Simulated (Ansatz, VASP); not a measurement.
## RbBr: VASP beside Ansatz

```
Rb Br
1.0
     0.00000    3.56460    3.15330
     3.56460    0.00000    3.15330
     3.56460    3.56460    0.00000
Rb Br
1 1
Cartesian
  0.0000 0.0000 0.0000
  3.5646 3.5646 3.1533
```

Change from the starting cell: strain +0.040 along x and y, -0.080 along z, atoms carried along.

Alike in both runs: task single point; functional LDA; k mesh 6 × 6 × 6; occupations gaussian, width 0.05 eV; no spin polarisation.

|  | VASP | Ansatz |
| --- | --- | --- |
| version | VASP 6.6.1 | Ansatz 0.2.0 |
| potentials or method | VASP PAW LDA potentials, release 64 (Rb_sv, Br), cutoff 520 eV | scalar-relativistic, plane waves, PAW |
| valence electrons in the cell | 16 | 16 |

Ansatz gave:

- gap on the k mesh at the Fermi level (eV): 3.76
- least direct gap on the mesh (eV): 3.76
- pressure (GPa): -0.4
- traceless stress, the component that is largest in VASP (GPa): 3.06

Problem. What did VASP give for the same quantities?

Solution. gap on the k mesh at the Fermi level (eV): 3.77; least direct gap on the mesh (eV): 3.77; pressure (GPa): -0.3; traceless stress, the component that is largest in VASP (GPa): 3.13.

LDA's correlation is that of Perdew and Zunger in VASP and of Perdew and Wang (1992) in Ansatz.
